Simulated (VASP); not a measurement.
# TiC (Fm-3m) in VASP: notebook, part 2 of 2

VASP 6.6.1. Earlier steps stand in the parts before.

### Step 3. Electric field gradients, PBEsol (10.34 Å³/atom)

This run uses another cell than the first one, of 10.34 Å³/atom.

The input, INCAR:

```
SYSTEM = TiC
PREC = Accurate ; ENCUT = 520
EDIFF = 1E-8 ; ISMEAR = -1
SIGMA = 0.03 ; LREAL = .False.
LASPH = .True. ; NELM = 60
ALGO = Normal ; ISIF = 2
LWAVE = .False. ; LCHARG = .False.
GGA = PS ; LEFG = .True.
NBANDS = 15
```

The input, KPOINTS:

```
regular mesh
0
Gamma
  16 16 16
  0 0 0
```

The input, POSCAR:

```
TiC
1.0
    0.0000000000      2.1783315435      2.1783315435
    2.1783315435      0.0000000000      2.1783315435
    2.1783315435      2.1783315435      0.0000000000
Ti C
1 1
Direct
    0.0000000000      0.0000000000      0.0000000000
    0.5000000000      0.5000000000      0.5000000000
```

Potentials or basis: VASP PAW PBE potentials, release 64 (Ti_sv, C).

The run is started by

```bash
$ cat potpaw_PBE.64/Ti_sv/POTCAR potpaw_PBE.64/C/POTCAR > POTCAR
$ mpirun -np 1 vasp_std > vasp.out
```

OUTCAR:

```text
SYSTEM = TiC
   PREC = Accurate
   ENCUT = 520
   EDIFF = 1E-8
   ISMEAR = -1
   LREAL = .False.
   LASPH = .True.
   NELM = 60
   ISIF = 2
   GGA = PS

 ion  position               nearest neighbor table
   1  0.000  0.000  0.000-   2 2.18   2 2.18   2 2.18   2 2.18   2 2.18   2 2.18
   2  0.500  0.500  0.500-   1 2.18   1 2.18   1 2.18   1 2.18   1 2.18   1 2.18

  LATTYP: Found a face centered cubic cell.
 ALAT       =     4.3566630870

  Lattice vectors:

 A1 = (   0.0000000000,   2.1783315435,   2.1783315435)
[... 644 lines left out ...]
  ---------------------------------------------------
  free  energy   TOTEN  =       -19.7728590741 eV

  energy  without entropy=      -19.7715091813  energy(sigma->0) =      -19.77218413

 Electric field gradients (V/A^2)
---------------------------------------------------------------------
 ion       V_xx      V_yy      V_zz      V_xy      V_xz      V_yz
---------------------------------------------------------------------
   1      -0.000    -0.000     0.000    -0.000    -0.000    -0.000
   2       0.000     0.000    -0.000     0.000     0.000     0.000
---------------------------------------------------------------------

 Electric field gradients after diagonalization (V/A^2)
 (convention: |V_zz| > |V_xx| > |V_yy|)
----------------------------------------------------------------------
 ion       V_xx      V_yy      V_zz     asymmetry (V_yy - V_xx)/ V_zz
----------------------------------------------------------------------
   1       0.000     0.000    -0.000       0.000
   2      -0.000    -0.000     0.000       0.000
----------------------------------------------------------------------

           NMR quadrupolar parameters

 Cq : quadrupolar parameter    Cq=e*Q*V_zz/h
 eta: asymmetry parameters     (V_yy - V_xx)/ V_zz
 Q  : nuclear electric quadrupole moment in mb (millibarn)
----------------------------------------------------------------------
 ion       Cq(MHz)       eta       Q (mb)
----------------------------------------------------------------------
   1      -0.000       0.000       1.000
   2       0.000       0.000       1.000
----------------------------------------------------------------------
```

OSZICAR:

```text
N       E                     dE             d eps       ncg     rms          rms(c)
DAV:   1     0.118665666042E+03    0.11867E+03   -0.79615E+03  4364   0.127E+03
DAV:   2    -0.176527173482E+02   -0.13632E+03   -0.12805E+03  4707   0.336E+02
DAV:   3    -0.250148615852E+02   -0.73621E+01   -0.72581E+01  5676   0.774E+01
DAV:   4    -0.252413427615E+02   -0.22648E+00   -0.22630E+00  5422   0.125E+01
DAV:   5    -0.252468472755E+02   -0.55045E-02   -0.55041E-02  5616   0.172E+00    0.180E+01
DAV:   6    -0.204091170728E+02    0.48377E+01   -0.11339E+01  6168   0.558E+01    0.681E+00
DAV:   7    -0.198246846441E+02    0.58443E+00   -0.20654E+00  5106   0.202E+01    0.484E+00
DAV:   8    -0.197963229776E+02    0.28362E-01   -0.10869E-01  4973   0.336E+00    0.343E+00
DAV:   9    -0.197772323785E+02    0.19091E-01   -0.11198E-01  5632   0.460E+00    0.784E-01
DAV:  10    -0.197761065642E+02    0.11258E-02   -0.12705E-02  5697   0.138E+00    0.736E-01
DAV:  11    -0.197731375692E+02    0.29690E-02   -0.39652E-03  5029   0.890E-01    0.249E-01
DAV:  12    -0.197728808807E+02    0.25669E-03   -0.50484E-04  5986   0.326E-01    0.544E-02
DAV:  13    -0.197728589609E+02    0.21920E-04   -0.74558E-05  5192   0.899E-02    0.792E-03
DAV:  14    -0.197728593865E+02   -0.42560E-06   -0.34234E-06  4841   0.160E-02    0.374E-03
DAV:  15    -0.197728590689E+02    0.31766E-06   -0.62005E-07  5253   0.133E-02    0.309E-03
DAV:  16    -0.197728590822E+02   -0.13366E-07   -0.63690E-08  4994   0.335E-03    0.736E-04
DAV:  17    -0.197728590692E+02    0.12969E-07   -0.65988E-09  3844   0.164E-03    0.762E-05
DAV:  18    -0.197728590741E+02   -0.48224E-08   -0.12648E-09  2413   0.401E-04
   1 F= -.19772859E+02 E0= -.19772184E+02  d E =-.134989E-02
```

It took 61 s on 1 thread of Intel Xeon 8259CL, shared host; peak memory 0.17 GiB.

Results:

* Free energy: -19.7729 eV
* Pressure: -10.5 GPa
* Band gap on the k mesh: zero (bands 8 and 9 overlap by 1.06 eV)
* Largest electric field gradient by atom: under 0.05 V/Å² on every atom

Caveat: the cell stands under tension; the PAW data sets were made with another functional, which shifts forces and pressure a little.

### Step 4. Electric field gradients, PBEsol (10.34 Å³/atom)

This run uses another cell than the first one, of 10.34 Å³/atom.

The input, INCAR:

```
PREC     = Accurate       # precision mode
ENCUT    = 520            # plane-wave cutoff, eV
EDIFF    = 1E-8           # SCF threshold, eV
ISMEAR   = -1             # smearing method
SIGMA    = 0.03           # smearing width, eV
LREAL    = False          # projectors in reciprocal space
LASPH    = True           # aspherical terms in the spheres
NELM     = 60             # most SCF steps
ALGO     = Normal         # electronic algorithm
ISIF     = 2              # what is computed and relaxed
LWAVE    = False          # write WAVECAR
LCHARG   = False          # write CHGCAR
GGA      = PS             # functional
LEFG     = True         
NBANDS   = 15             # bands
```

The input, KPOINTS:

```
regular mesh
0
Gamma
  16 16 16
```

POSCAR is that of step 3.

Potentials or basis: VASP PAW PBE potentials, release 64 (Ti_sv, C).

The run is started by

```bash
$ cat potpaw_PBE.64/Ti_sv/POTCAR potpaw_PBE.64/C/POTCAR > POTCAR
$ mpirun -np 1 vasp_std > vasp.out
```

OUTCAR:

```text
PREC = Accurate
   ENCUT = 520
   EDIFF = 1E-8
   ISMEAR = -1
   LREAL = False
   LASPH = True
   NELM = 60
   ISIF = 2
   GGA = PS

 ion  position               nearest neighbor table
   1  0.000  0.000  0.000-   2 2.18   2 2.18   2 2.18   2 2.18   2 2.18   2 2.18
   2  0.500  0.500  0.500-   1 2.18   1 2.18   1 2.18   1 2.18   1 2.18   1 2.18

  LATTYP: Found a face centered cubic cell.
 ALAT       =     4.3566630870

  Lattice vectors:

 A1 = (   0.0000000000,   2.1783315435,   2.1783315435)
 A2 = (   2.1783315435,   0.0000000000,   2.1783315435)
 A3 = (   2.1783315435,   2.1783315435,   0.0000000000)

Analysis of symmetry for initial positions (statically):
[... 641 lines left out ...]
  free  energy   TOTEN  =       -19.7728590741 eV

  energy  without entropy=      -19.7715091813  energy(sigma->0) =      -19.77218413

 Electric field gradients (V/A^2)
---------------------------------------------------------------------
 ion       V_xx      V_yy      V_zz      V_xy      V_xz      V_yz
---------------------------------------------------------------------
   1      -0.000    -0.000     0.000    -0.000    -0.000    -0.000
   2       0.000     0.000    -0.000     0.000     0.000     0.000
---------------------------------------------------------------------

 Electric field gradients after diagonalization (V/A^2)
 (convention: |V_zz| > |V_xx| > |V_yy|)
----------------------------------------------------------------------
 ion       V_xx      V_yy      V_zz     asymmetry (V_yy - V_xx)/ V_zz
----------------------------------------------------------------------
   1       0.000     0.000    -0.000       0.000
   2      -0.000    -0.000     0.000       0.000
----------------------------------------------------------------------

           NMR quadrupolar parameters

 Cq : quadrupolar parameter    Cq=e*Q*V_zz/h
 eta: asymmetry parameters     (V_yy - V_xx)/ V_zz
 Q  : nuclear electric quadrupole moment in mb (millibarn)
----------------------------------------------------------------------
 ion       Cq(MHz)       eta       Q (mb)
----------------------------------------------------------------------
   1      -0.000       0.000       1.000
   2       0.000       0.000       1.000
----------------------------------------------------------------------
```

stdout:

```text
POSCAR found type information on POSCAR TiC
 POSCAR found :  2 types and       2 ions
 scaLAPACK will be used
 -----------------------------------------------------------------------------
|                                                                             |
|                                                                             |
|     You enforced a specific xc type in the INCAR file but a different       |
|     I HOPE YOU KNOW WHAT YOU ARE DOING!                                     |
|                                                                             |
 -----------------------------------------------------------------------------

 LDA part: xc-table for (Slater+PW92), standard interpolation
 POSCAR, INCAR and KPOINTS ok, starting setup
 FFT: planning ... GRIDC
 FFT: planning ... GRID_SOFT
 FFT: planning ... GRID
 WAVECAR not read
 entering main loop
ion   1

ion   2
```

Wall time 52 s (1 thread of Intel Xeon 8259CL, shared host); peak memory 0.18 GiB.

What came out:

| Quantity | Value |
| --- | --- |
| Free energy | -19.7729 eV |
| Pressure | -10.5 GPa |
| Band gap on the k mesh | zero (bands 8 and 9 overlap by 1.06 eV) |
| Largest electric field gradient by atom | under 0.05 V/Å² on every atom |

Caveat: the cell stands under tension; the PAW data sets were made with another functional, which shifts forces and pressure a little.
